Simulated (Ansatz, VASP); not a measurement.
# One calculation of TePtW5, two programs

```
CELL_PARAMETERS angstrom
3.24522 0.00000 0.00000
0.00000 3.24522 0.00000
0.00000 0.00000 24.17633
ATOMIC_POSITIONS crystal
Te 0.00000 0.50000 0.92520
Te 0.50000 0.00000 0.07480
Pt 0.50000 0.00000 0.85005
Pt 0.00000 0.50000 0.14995
W 0.50000 0.00000 0.21151
W 0.00000 0.50000 0.27222
W 0.00000 0.50000 0.40235
W 0.50000 0.00000 0.46769
W 0.50000 0.00000 0.33786
W 0.50000 0.00000 0.72778
W 0.00000 0.50000 0.66214
W 0.50000 0.00000 0.59765
W 0.00000 0.50000 0.53231
W 0.00000 0.50000 0.78849
```

Alike in both runs: functional PBE; k mesh 5 × 5 × 1; occupations gaussian, width 0.2 eV; no spin polarisation.

Ansatz relaxed the structure, and its values are those at the end. VASP's run is a single point on that final structure, the one shown.

|  | VASP | Ansatz |
| --- | --- | --- |
| version | VASP 6.6.1 | Ansatz 0.2.0 |
| potentials or method | VASP PAW PBE potentials, release 64 (Te, Pt, W_sv), cutoff 520 eV | scalar-relativistic, plane waves, PAW |
| valence electrons in the cell | 172 | 208 |

Ansatz gave:

```
gap on the k mesh at the Fermi level (eV) : none
pressure (GPa)                            : 0.1
rms of the force components (eV/Å)        : 0.024
```

Task: What did VASP give for the same quantities?

Result: gap on the k mesh at the Fermi level (eV): none; pressure (GPa): 0.3; rms of the force components (eV/Å): 0.026.

A gap of «none» marks a metal or a gap that the smearing closes. VASP's potentials hold 172 valence electrons a cell and Ansatz's 208, so a difference there can come from the potentials and not from the codes.

The k mesh is coarse, so the values compare programs but aren't converged. Neither program's run includes spin-orbit coupling.
